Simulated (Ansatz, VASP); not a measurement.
One calculation of KMgF3, two programs

Contents of INCAR:

```
ALGO     = Normal         # electronic algorithm
EDIFF    = 1E-7           # SCF threshold, eV
ENCUT    = 520            # plane-wave cutoff, eV
GGA      = PE             # functional
ISIF     = 2              # what is computed and relaxed
ISMEAR   = 0              # smearing method
LASPH    = T              # aspherical terms in the spheres
LCHARG   = T              # write CHGCAR
LELF     = T              # ELF
LREAL    = F              # projectors in reciprocal space
LVHAR    = T            
LWAVE    = F              # write WAVECAR
NBANDS   = 24             # bands
NELM     = 80             # most SCF steps
PREC     = Accurate       # precision mode
SIGMA    = 0.05           # smearing width, eV
```

Contents of KPOINTS:

```
k-points
0
Gamma
  6 6 6
```

File POSCAR:

```
KMgF3
1.0
    4.6013854321      0.0000000000      0.0000000000
    0.0000000000      4.6013854321      0.0000000000
    0.0000000000      0.0000000000      2.9909005308
K Mg F
1 1 3
Direct
    0.5000000000      0.5000000000      0.5000000000
    0.0000000000      0.0000000000      0.0000000000
    0.5000000000      0.0000000000      0.0000000000
    0.0000000000      0.5000000000      0.0000000000
    0.0000000000      0.0000000000      0.5000000000
```

Input for Ansatz:

```yaml
crystal:
  lattice:
    - [4.6013854321, 0.0, 0.0]
    - [0.0, 4.6013854321, 0.0]
    - [0.0, 0.0, 2.9909005308]
  atoms:
    - { symbol: K, position: [0.5, 0.5, 0.5] }
    - { symbol: Mg, position: [0.0, 0.0, 0.0] }
    - { symbol: F, position: [0.5, 0.0, 0.0] }
    - { symbol: F, position: [0.0, 0.5, 0.0] }
    - { symbol: F, position: [0.0, 0.0, 0.5] }
basis:
  ecutwfc: 420
kpoints:
  mp_grid: { grid: [6, 6, 6] }
hamiltonian:
  xc: pbe
scf:
  occupations: { method: gaussian, width: 0.05 }
output:
  forces: true
  stress: true
  eigenvalues: true
```

Alike in both runs: task single point; functional PBE; k mesh 6 × 6 × 6; occupations gaussian, width 0.05 eV; no spin polarisation.

|  | VASP | Ansatz |
| --- | --- | --- |
| version | VASP 6.6.1 | Ansatz 0.2.0 |
| potentials or method | VASP PAW PBE potentials, release 64 (K_sv, Mg, F), cutoff 520 eV | scalar-relativistic, plane waves, PAW |
| valence electrons in the cell | 32 | 40 |

Ansatz gave:

- gap on the k mesh at the Fermi level (eV): 6.36
- least direct gap on the mesh (eV): 6.36

Task: What did VASP give for the same quantities?

Result: gap on the k mesh at the Fermi level (eV): 6.34; least direct gap on the mesh (eV): 6.34.

With one functional, cell and mesh, what is left measures potentials, basis and numerics. VASP's potentials hold 32 valence electrons a cell and Ansatz's 40, so a difference there can come from the potentials and not from the codes.
